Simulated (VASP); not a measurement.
# NbH (I4/mmm) in VASP: notebook, part 2 of 2

VASP 6.6.1. The steps go on from the part before.

## (4) Single point, r2SCAN

This run uses another cell than the first one, of 9.74 Å³/atom.

POSCAR reads:

```
NbH
1.0
   -1.5797220593      1.5797220593      1.9506622811
    1.5797220593     -1.5797220593      1.9506622811
    1.5797220593      1.5797220593     -1.9506622811
Nb H
1 1
Direct
    0.0000000000      0.0000000000      0.0000000000
    0.5000000000      0.5000000000      0.0000000000
```

INCAR.step1 reads:

```
SYSTEM = NbH
  PREC = Accurate
  ENCUT = 520
  ISMEAR = -1
  SIGMA = 0.1
  LREAL = .False.
  LASPH = .True.
  NELM = 60
  NBANDS = 14
  GGA = PE
  ALGO = Normal
  EDIFF = 1E-4
  LWAVE = .True.
  LCHARG = .False.
```

INCAR.step2 reads:

```
SYSTEM = NbH
  PREC = Accurate
  ENCUT = 520
  EDIFF = 1E-6
  ISMEAR = -1
  SIGMA = 0.1
  LREAL = .False.
  LASPH = .True.
  NELM = 60
  ALGO = Normal
  ISIF = 2
  LWAVE = .False.
  LCHARG = .False.
  METAGGA = R2SCAN
  LMIXTAU = .True.
  NBANDS = 14
  ISTART = 1
```

KPOINTS reads:

```
regular mesh
0
Gamma
  10 10 10
  0 0 0
```

Potentials or basis: VASP PAW PBE potentials, release 64 (Nb_sv, H).

Run with:

```bash
cat potpaw_PBE.64/Nb_sv/POTCAR potpaw_PBE.64/H/POTCAR > POTCAR
cp INCAR.step1 INCAR
mpirun -np 1 vasp_std > vasp.out
cp INCAR.step2 INCAR
mpirun -np 1 vasp_std > vasp.out
```

OUTCAR:

```text
SYSTEM = NbH
   PREC = Accurate
   ENCUT = 520
   EDIFF = 1E-6
   ISMEAR = -1
   LREAL = .False.
   LASPH = .True.
   NELM = 60
   ISIF = 2
   METAGGA = R2SCAN
   ISTART = 1

 ion  position               nearest neighbor table
   1  0.000  0.000  0.000-   2 1.95   2 1.95
   2  0.500  0.500  0.000-   1 1.95   1 1.95

  LATTYP: Found a body centered tetragonal cell.
 ALAT       =     3.1594441186
 C/A-ratio  =     1.2348135988

  Lattice vectors:

 A1 = (  -1.5797220593,   1.5797220593,   1.9506622811)
 A2 = (   1.5797220593,  -1.5797220593,   1.9506622811)
 A3 = (   1.5797220593,   1.5797220593,  -1.9506622811)

Analysis of symmetry for initial positions (statically):
=====================================================================
 Subroutine PRICEL returns:
 Original cell was already a primitive cell.

 Routine SETGRP: Setting up the symmetry group for a
 body centered tetragonal supercell.

 Subroutine GETGRP returns: Found 16 space group operations
 (whereof 16 operations were pure point group operations)
 out of a pool of 16 trial point group operations.

The static configuration has the point symmetry D_4h.

Analysis of symmetry for dynamics (positions and initial velocities):
=====================================================================
 Subroutine PRICEL returns:
 Original cell was already a primitive cell.

 Routine SETGRP: Setting up the symmetry group for a
 body centered tetragonal supercell.

 Subroutine GETGRP returns: Found 16 space group operations
 (whereof 16 operations were pure point group operations)
 out of a pool of 16 trial point group operations.

The dynamic configuration has the point symmetry D_4h.

 Subroutine INISYM returns: Found 16 space group operations
 (whereof 16 operations are pure point group operations),
 and found     1 'primitive' translations

----------------------------------------------------------------------------------------

                                     Primitive cell

  volume of cell :      19.4717

  direct lattice vectors                    reciprocal lattice vectors
    -1.579722059  1.579722059  1.950662281     0.000000000  0.316511374  0.256323201
     1.579722059 -1.579722059  1.950662281     0.316511374  0.000000000  0.256323201
     1.579722059  1.579722059 -1.950662281     0.316511374  0.316511374  0.000000000

  length of vectors
     2.965826513  2.965826513  2.965826513     0.407284954  0.407284954  0.447614678

  position of ions in fractional coordinates (direct lattice)
     0.000000000  0.000000000  0.000000000
     0.500000000  0.500000000  0.000000000

  ion indices of the primitive-cell ions
   primitive index   ion index
                 1           1
                 2           2

----------------------------------------------------------------------------------------

 KPOINTS: regular mesh

Automatic generation of k-mesh.
 Grid dimensions read from file:
 generate k-points for:   10   10   10

 Generating k-lattice:

  Cartesian coordinates                     Fractional coordinates (reciprocal lattice)
[... 40 lines left out ...]
  0.400000  0.300000 -0.000000     16.000000
 [... further k-points ...]
   k-points           NKPTS =    102   k-points in BZ     NKDIM =    102   number of bands    NBANDS=     14
   number of dos      NEDOS =    301   number of ions     NIONS =      2
   total plane-waves  NPLWV =  13824
   dimension x,y,z NGX =    24 NGY =   24 NGZ =   24
   dimension x,y,z NGXF=    48 NGYF=   48 NGZF=   48
   ions per type =               1   1
   NGX,Y,Z   is equivalent  to a cutoff of  13.45, 13.45, 13.45 a.u.
   NGXF,Y,Z  is equivalent  to a cutoff of  26.91, 26.91, 26.91 a.u.
 SYSTEM =  NbH
   PREC   = accura    normal or accurate (medium, high low for compatibility)
   ISTART =      1    job   : 0-new  1-cont  2-samecut
   ICHARG =      0    charge: 1-file 2-atom 10-const
   ISPIN  =      1    spin polarized calculation?
   LNONCOLLINEAR =      F non collinear calculations
   LSORBIT =      F    spin-orbit coupling
   LASPH  =      T    aspherical Exc in radial PAW
   ENCUT  =  520.0 eV  38.22 Ry    6.18 a.u.   5.51  5.51  5.51*2*pi/ulx,y,z
   NELM   =     60;   NELMIN=  2; NELMDL=  0     # of ELM steps
   EDIFF  = 0.1E-05   stopping-criterion for ELM
   LREAL  =      F    real-space projection
   EDIFFG = 0.1E-04   stopping-criterion for IOM
   NSW    =      0    number of steps for IOM
   IBRION =     -1    ionic relax: 0-MD 1-quasi-New 2-CG
   NFREE  =      0    steps in history (QN), initial steepest desc. (CG)
   ISIF   =      2    stress and relaxation
   ISYM   =      2    0-nonsym 1-usesym 2-fastsym
   POTIM  = 0.5000    time-step for ionic-motion
   TEBEG  =    0.0;   TEEND  =   0.0 temperature during run
   PSTRESS=    0.0 pullay stress
   NELECT =      14.0000    total number of electrons
   NUPDOWN=      -1.0000    fix difference up-down
   EMIN   =  10.00;   EMAX   =-10.00  energy-range for DOS
   EFERMI =   0.00;   METHOD = LEGACY
   ISMEAR =    -1;   SIGMA  =   0.10  broadening in eV -4-tet -1-fermi 0-gaus
   EFERMI_NEDOS =   21; number of points for ismear=-14 and -15
   IALGO  =     38    algorithm
   IMIX   =      4    mixing-type and parameters
     AMIX     =   0.40;   BMIX     =  1.00
     AMIX_MAG =   1.60;   BMIX_MAG =  1.00
  volume/ion in A,a.u.               =       9.74        65.70
  Fermi-wavevector in a.u.,A,eV,Ry     =   1.466616  2.771502 29.265614  2.150962
  Thomas-Fermi vector in A             =   2.582332
   LORBIT       =      0    0 simple, 1 ext, 2 COOP (PROOUT), +10 PAW based schemes
   METAGGA = R2SCAN    functional components
   LHFCALC =     F    Hartree Fock is set to
   AEXX    =    0.0000 exact exchange contribution
   IVDW    =     0    specifies the selected vdW correction
   LEPSILON=     F    determine dielectric tensor
   LRPA    =     F    only Hartree local field effects (RPA)
 non-spin polarized calculation
  energy-cutoff  :      520.00
  volume of cell :       19.47
 maximum number of plane-waves:       538
 NGX is ok and might be reduce to    24
   NGX = 11   NGY = 11   NGZ = 11

 number of electron      14.0000000 magnetization

 Free energy of the ion-electron system (eV)
  ---------------------------------------------------
  ext. energy  EPLUGINS =         0.00000000
  ---------------------------------------------------
  free energy    TOTEN  =       -28.64637346 eV

  energy without entropy =      -28.61968331  energy(sigma->0) =      -28.63302838

 E-fermi :  11.8407     XC(G=0): -13.7383

 val. band max:       11.8389339378   @ k =  -0.2000   0.2000   0.2000
 cond. band min:      11.8441845498   @ k =  -0.1000   0.5000   0.1000
 fundamental gap:      0.0052506120
 Fermi energy:        11.8407169805

 k-point     1 :       0.0000    0.0000    0.0000
  band No.  band energies     occupation
      1     -45.1652      2.00000
      2     -19.9224      2.00000
      3     -19.8902      2.00000
      4     -19.8902      2.00000
      5       1.3220      2.00000
      6      10.9138      1.99981
      7      10.9138      1.99981
      8      12.5536      0.00160
      9      12.9285      0.00004
     10      14.0484      0.00000
     11      22.4754      0.00000
     12      23.5567      0.00000
     13      24.9239      0.00000
     14      24.9239      0.00000
[... 377 lines left out ...]
      1     -44.9312      2.00000
      2     -20.8337      2.00000
      3     -20.5975      2.00000
      4     -20.1105      2.00000
      5       4.5036      2.00000
      6       8.6355      2.00000
      7      10.4234      2.00000
      8      13.3189      0.00000
      9      15.4179      0.00000
     10      17.4895      0.00000
     11      20.1412      0.00000
     12      21.1121      0.00000
     13      26.2817      0.00000
     14      28.3097      0.00000

 [... further k-points ...]

------------------------ aborting loop because EDIFF is reached ----------------------------------------

  FORCE on cell =-STRESS in cart. coord.  units (eV):
  Direction    XX          YY          ZZ          XY          YZ          ZX
  --------------------------------------------------------------------------------------
  -------------------------------------------------------------------------------------
  Total        0.7883578      0.7883578      0.7665964      0.0000000      0.0000000      0.0000000
  in kB       64.8680013     64.8680013     63.0774186      0.0000000      0.0000000      0.0000000
  external PRESSURE =      64.2711404 kB  Pullay stress =       0.0000000 kB

 VOLUME and BASIS-vectors are now :
 -----------------------------------------------------------------------------
  energy-cutoff  :      520.00
  volume of cell :       19.47
      direct lattice vectors                 reciprocal lattice vectors
    -1.579722059  1.579722059  1.950662281     0.000000000  0.316511374  0.256323201
     1.579722059 -1.579722059  1.950662281     0.316511374  0.000000000  0.256323201
     1.579722059  1.579722059 -1.950662281     0.316511374  0.316511374  0.000000000

 POSITION                                       TOTAL-FORCE (eV/Angst)
 -----------------------------------------------------------------------------------
      0.00000      0.00000      0.00000         0.000000      0.000000      0.000000
      0.00000      0.00000      1.95066        -0.000000     -0.000000     -0.000000
 -----------------------------------------------------------------------------------
    total drift:                               -0.000000      0.000000     -0.000000

  FREE ENERGIE OF THE ION-ELECTRON SYSTEM (eV)
  ---------------------------------------------------
  free  energy   TOTEN  =       -28.6463734600 eV

  energy  without entropy=      -28.6196833099  energy(sigma->0) =      -28.63302838
```

Run time: 51 s. Hardware: 1 thread of Intel Xeon Platinum 8488C (Sapphire Rapids), shared host; peak memory 0.16 GiB.

What came out:

* Free energy: -28.6464 eV
* Pressure: 6.4 GPa
* Band gap on the k mesh: zero (bands 7 and 8 overlap by 4.38 eV)

Caveat: the cell stands under pressure; the PAW data sets were made with another functional, which shifts forces and pressure a little.

## (5) Single point, r2SCAN

This run uses another cell than the first one, of 9.99 Å³/atom.

POSCAR reads:

```
NbH
1.0
   -1.5934594624      1.5934594624      1.9676254133
    1.5934594624     -1.5934594624      1.9676254133
    1.5934594624      1.5934594624     -1.9676254133
Nb H
1 1
Direct
    0.0000000000      0.0000000000      0.0000000000
    0.5000000000      0.5000000000      0.0000000000
```

INCAR.step1 reads:

```
PREC     = Accurate       # precision mode
ENCUT    = 520            # plane-wave cutoff, eV
ISMEAR   = -1             # smearing method
SIGMA    = 0.1            # smearing width, eV
LREAL    = False          # projectors in reciprocal space
LASPH    = True           # aspherical terms in the spheres
NELM     = 80             # most SCF steps
NBANDS   = 14             # bands
GGA      = PE             # functional
ALGO     = Normal         # electronic algorithm
EDIFF    = 1E-4           # SCF threshold, eV
LWAVE    = True           # write WAVECAR
LCHARG   = False          # write CHGCAR
```

INCAR.step2 reads:

```
PREC     = Accurate       # precision mode
ENCUT    = 520            # plane-wave cutoff, eV
EDIFF    = 1E-6           # SCF threshold, eV
ISMEAR   = -1             # smearing method
SIGMA    = 0.1            # smearing width, eV
LREAL    = False          # projectors in reciprocal space
LASPH    = True           # aspherical terms in the spheres
NELM     = 80             # most SCF steps
ALGO     = Normal         # electronic algorithm
ISIF     = 2              # what is computed and relaxed
LWAVE    = False          # write WAVECAR
LCHARG   = False          # write CHGCAR
METAGGA  = R2SCAN         # meta-GGA
LMIXTAU  = True         
NBANDS   = 14             # bands
ISTART   = 1
```

KPOINTS reads:

```
Automatic mesh
0
Gamma
  10 10 10
```

Run with:

```bash
cat potpaw_PBE.64/Nb_sv/POTCAR potpaw_PBE.64/H/POTCAR > POTCAR
cp INCAR.step1 INCAR
mpirun -np 1 vasp_std > vasp.out
cp INCAR.step2 INCAR
mpirun -np 1 vasp_std > vasp.out
```

Wall time 46 s (1 thread of Intel Xeon Platinum 8488C (Sapphire Rapids), shared host); peak memory 0.16 GiB.

Results (log left out):

```
Free energy            : -28.6583 eV
Pressure               : 0.9 GPa
Band gap on the k mesh : zero (bands 7 and 8 overlap by 4.18 eV)
```

Stress tensor (GPa, compression positive):
```
1.06 0.00 0.00
0.00 1.06 0.00
0.00 0.00 0.52
```

Levels at points of the mesh, in eV from the Fermi level:
| k point | band 4 | band 5 | band 6 | band 7 | band 8 | band 9 | band 10 | band 11 |
| --- | --- | --- | --- | --- | --- | --- | --- | --- |
| (0.00, 0.00, 0.00) | -31.80 | -10.39 | -0.89 | -0.89 | 0.71 | 1.06 | 2.15 | 10.40 |
| (0.50, 0.00, 0.00) | -31.86 | -5.41 | -4.81 | -1.75 | 0.03 | 3.44 | 4.46 | 7.58 |
| (0.50, 0.50, 0.00) | -31.99 | -8.77 | -3.71 | 1.21 | 3.46 | 3.90 | 4.98 | 8.38 |
| (0.50, 0.50, 0.50) | -32.35 | -8.78 | -4.05 | 3.79 | 4.02 | 4.46 | 4.46 | 8.10 |

Caveat: the PAW data sets were made with another functional, which shifts forces and pressure a little.

## (6) Single point, r2SCAN

This run uses another cell than the first one, of 10.25 Å³/atom.

POSCAR reads:

```
NbH
1.0
   -1.6069640000      1.6069640000      1.9843010000
    1.6069640000     -1.6069640000      1.9843010000
    1.6069640000      1.6069640000     -1.9843010000
Nb H
1 1
Direct
    0.0000000000      0.0000000000      0.0000000000
    0.5000000000      0.5000000000      0.0000000000
```

INCAR.step1 reads:

```
  ALGO = Normal
  EDIFF = 1E-4
  ENCUT = 520
  GGA = PE
  ISMEAR = -1
  LASPH = T
  LCHARG = F
  LREAL = F
  LWAVE = T
  NBANDS = 14
  NELM = 60
  PREC = Accurate
  SIGMA = 0.1
```

INCAR.step2 reads:

```
  ALGO = Normal
  EDIFF = 1E-7
  ENCUT = 520
  ISIF = 2
  ISMEAR = -1
  ISTART = 1
  LASPH = T
  LCHARG = T
  LELF = T
  LMIXTAU = T
  LREAL = F
  LVHAR = T
  LWAVE = F
  METAGGA = R2SCAN
  NBANDS = 14
  NELM = 60
  PREC = Accurate
  SIGMA = 0.1
```

KPOINTS reads:

```
k-points
0
Gamma
  10 10 10
```

Potentials or basis: VASP PAW PBE potentials, release 64 (Nb_sv, H).

Run with:

```bash
cat potpaw_PBE.64/Nb_sv/POTCAR potpaw_PBE.64/H/POTCAR > POTCAR
cp INCAR.step1 INCAR
mpirun -np 1 vasp_std > vasp.out
cp INCAR.step2 INCAR
mpirun -np 1 vasp_std > vasp.out
```

OUTCAR:

```text
EDIFF = 1E-7
   ENCUT = 520
   ISIF = 2
   ISMEAR = -1
   ISTART = 1
   LASPH = T
   LREAL = F
   METAGGA = R2SCAN
   NELM = 60
   PREC = Accurate

 ion  position               nearest neighbor table
   1  0.000  0.000  0.000-
   2  0.500  0.500  0.000-

  LATTYP: Found a body centered tetragonal cell.
 ALAT       =     3.2139280000
 C/A-ratio  =     1.2348135988

  Lattice vectors:
[... 590 lines left out ...]
     13      24.9390      0.00000
     14      26.9484      0.00000

 [... further k-points ...]

------------------------ aborting loop because EDIFF is reached ----------------------------------------

  FORCE on cell =-STRESS in cart. coord.  units (eV):
  Direction    XX          YY          ZZ          XY          YZ          ZX
  --------------------------------------------------------------------------------------
  -------------------------------------------------------------------------------------
  Total       -0.4691575     -0.4691575     -0.5934855      0.0000000      0.0000000      0.0000000
  in kB      -36.6732534    -36.6732534    -46.3917582      0.0000000      0.0000000      0.0000000
  external PRESSURE =     -39.9127550 kB  Pullay stress =       0.0000000 kB

 VOLUME and BASIS-vectors are now :
 -----------------------------------------------------------------------------
  energy-cutoff  :      520.00
  volume of cell :       20.50
      direct lattice vectors                 reciprocal lattice vectors
    -1.606964000  1.606964000  1.984301000     0.000000000  0.311145738  0.251977901
     1.606964000 -1.606964000  1.984301000     0.311145738  0.000000000  0.251977901
     1.606964000  1.606964000 -1.984301000     0.311145738  0.311145738  0.000000000

 POSITION                                       TOTAL-FORCE (eV/Angst)
 -----------------------------------------------------------------------------------
      0.00000      0.00000      0.00000        -0.000000      0.000000     -0.000000
      0.00000      0.00000      1.98430         0.000000     -0.000000      0.000000
 -----------------------------------------------------------------------------------
    total drift:                               -0.000000      0.000000     -0.000000

  FREE ENERGIE OF THE ION-ELECTRON SYSTEM (eV)
  ---------------------------------------------------
  free  energy   TOTEN  =       -28.6535997694 eV

  energy  without entropy=      -28.6252755662  energy(sigma->0) =      -28.63943767
```

OSZICAR.step1:

```text
N       E                     dE             d eps       ncg     rms          rms(c)
DAV:   1     0.118750863366E+03    0.11875E+03   -0.77783E+03  2872   0.103E+03
DAV:   2    -0.101251566444E+02   -0.12888E+03   -0.12299E+03  3270   0.357E+02
DAV:   3    -0.144864492803E+02   -0.43613E+01   -0.42075E+01  4108   0.596E+01
DAV:   4    -0.147568250831E+02   -0.27038E+00   -0.26930E+00  3776   0.131E+01
DAV:   5    -0.147642421455E+02   -0.74171E-02   -0.74162E-02  4114   0.194E+00    0.777E+00
DAV:   6    -0.139604107597E+02    0.80383E+00   -0.84127E-01  4584   0.112E+01    0.249E+00
DAV:   7    -0.138814038632E+02    0.79007E-01   -0.20117E-01  4930   0.482E+00    0.905E-01
DAV:   8    -0.138843790626E+02   -0.29752E-02   -0.15581E-02  3240   0.142E+00    0.106E-01
DAV:   9    -0.138844155925E+02   -0.36530E-04   -0.15149E-03  4614   0.381E-01    0.454E-02
DAV:  10    -0.138844188488E+02   -0.32563E-05   -0.29243E-05  2066   0.594E-02
   1 F= -.13884419E+02 E0= -.13868570E+02  d E =-.316981E-01
```

Wall time 63 s (1 thread of Intel Xeon Platinum 8488C (Sapphire Rapids), shared host); peak memory 0.16 GiB.

What came out:

```yaml
Free_energy: -28.6536 eV
Pressure: -4.0 GPa
Band_gap_on_the_k_mesh: zero (bands 7 and 8 overlap by 4.01 eV)
```

Caveat: the cell stands under tension; the PAW data sets were made with another functional, which shifts forces and pressure a little.

## (7) Overview

| cell | gap on the mesh (eV) | pressure (GPa) |
| --- | --- | --- |
| a = 2.913 Å, angles 115.6, 115.6, 97.7°, 2 atoms | none | 19.9 |
| a = 2.940 Å, angles 115.6, 115.6, 97.7°, 2 atoms | none | 12.7 |
| a = 2.966 Å, angles 115.6, 115.6, 97.7°, 2 atoms | none | 6.4 |
| a = 2.992 Å, angles 115.6, 115.6, 97.7°, 2 atoms | none | 0.9 |
| a = 3.017 Å, angles 115.6, 115.6, 97.7°, 2 atoms | none | -4.0 |

Alike in all rows: task single point; level r2SCAN; potentials or basis VASP PAW PBE potentials, release 64 (Nb_sv, H); no spin polarisation; k mesh 10 × 10 × 10; cutoff (eV) 520; smearing fermi-dirac 0.1 eV.

Caveats: the PAW data sets were made with another functional, which shifts forces and pressure a little; the cell stands under pressure (at least some runs); the cell stands under tension (at least some runs).

Total energies depend on the potentials used, so only differences within one code and one set of settings carry meaning.
